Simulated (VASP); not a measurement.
## SrCl2: single point with PBE

SrCl2:

```
Sr Cl
1.0
     0.00000    3.63425    3.63425
     3.63425    0.00000    3.63425
     3.63425    3.63425    0.00000
Sr Cl
1 2
Direct
  0.00000 0.00000 0.00000
  0.25000 0.25000 0.25000
  0.75000 0.75000 0.75000
```

This cell differs from its parent crystal: volume scaled by 1.100.

* Program: VASP 6.6.1
* Task: single point
* Functional: PBE
* Potentials or basis: VASP PAW PBE potentials, release 64 (Sr_sv, Cl)
* Cutoff: 520 eV
* k mesh: 8 × 8 × 8
* Occupations: gaussian, width 0.05 eV
* Spin: no spin polarisation
* Dipole correction: no
* Further INCAR settings: ALGO = Normal; EDIFF = 1e-06; NBANDS = 19

- Pressure: -2.6 GPa
- Band gap on the k mesh: 4.88 eV, indirect (least direct gap 5.17 eV)

Levels at points of the mesh, in eV from the valence-band top:
```tsv
k point	band 10	band 11	band 12	band 13	band 14	band 15
(0.00, 0.00, 0.00)	-0.29	-0.29	-0.29	4.88	6.08	6.08
(0.50, 0.00, 0.00)	-1.11	-0.89	-0.89	6.56	6.56	7.05
(0.50, 0.50, 0.00)	-0.32	-0.32	0.00	5.52	6.69	7.26
```

Wall time 50 s on 1 thread of Intel(R) Xeon(R) Platinum 8259CL CPU @ 2.50GHz (Skylake/Cascade Lake), on a shared host, peak memory 0.25 GiB.

 A k mesh can miss the band edges.
